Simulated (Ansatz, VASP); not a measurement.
**EuOs3: VASP beside Ansatz**

File INCAR:

```
SYSTEM = EuOs3
PREC = Accurate
ENCUT = 520
EDIFF = 1E-6
ISMEAR = 0
SIGMA = 0.05
LREAL = .FALSE.
LASPH = .TRUE.
NELM = 150
ALGO = Fast
ISIF = 2
LWAVE = .FALSE.
LCHARG = .TRUE.
ISPIN = 2
MAGMOM = 6.73 0 0 0
LORBIT = 11
LMAXMIX = 6
GGA = PE
LELF = .TRUE.
LVHAR = .TRUE.
NBANDS = 32
```

KPOINTS

```
regular mesh
0
G
  8 8 8
  0 0 0
```

POSCAR

```
EuOs3
1.0
    4.0903391118      0.0000000000      0.0000000000
    0.0000000000      4.0903391118      0.0000000000
    0.0000000000      0.0000000000      4.0903391118
Eu Os
1 3
Direct
    0.0000000000      0.0000000000      0.0000000000
    0.0000000000      0.5000000000      0.5000000000
    0.5000000000      0.5000000000      0.0000000000
    0.5000000000      0.0000000000      0.5000000000
```

Input for Ansatz:

```yaml
crystal:
  lattice:
    - [4.0903391118, 0.0, 0.0]
    - [0.0, 4.0903391118, 0.0]
    - [0.0, 0.0, 4.0903391118]
  atoms:
    - { symbol: Eu, position: [0.0, 0.0, 0.0], spin: 6.73 }
    - { symbol: Os, position: [0.0, 0.5, 0.5] }
    - { symbol: Os, position: [0.5, 0.5, 0.0] }
    - { symbol: Os, position: [0.5, 0.0, 0.5] }
basis:
  ecutwfc: 420
  ecutrho_ratio: 4
kpoints:
  mp_grid: { grid: [8, 8, 8] }
hamiltonian:
  xc: pbe
scf:
  occupations: { method: gaussian, width: 0.05 }
output:
  forces: true
  stress: true
  eigenvalues: true
  populations: true
magnetization:
  spin_polarized: true
```

Alike in both runs: task single point; functional PBE; k mesh 8 × 8 × 8; occupations gaussian, width 0.05 eV; collinear spin.

|  | VASP | Ansatz |
| --- | --- | --- |
| version | VASP 6.6.1 | Ansatz 0.2.0 |
| potentials or method | VASP PAW PBE potentials, release 64 (Eu, Os), cutoff 520 eV | scalar-relativistic, plane waves, PAW |
| valence electrons in the cell | 41 | 65 |

|  | VASP | Ansatz | Ansatz less VASP |
| --- | --- | --- | --- |
| gap on the k mesh at the Fermi level (eV) | none | none | - |
| pressure (GPa) | -3.8 | -4.0 | -0.14 |
| net moment per atom (μB) | 1.35 | 1.35 | +0.001 |
| size of the moment on the site where the two differ most (μB) | 6.08 | 6.14 | +0.062 |

Site moments also hang on the region over which each program counts them. A gap of «none» marks a metal or a gap that the smearing closes. VASP's potentials hold 41 valence electrons a cell and Ansatz's 65, so a difference there can come from the potentials and not from the codes.

Neither program's run includes spin-orbit coupling.
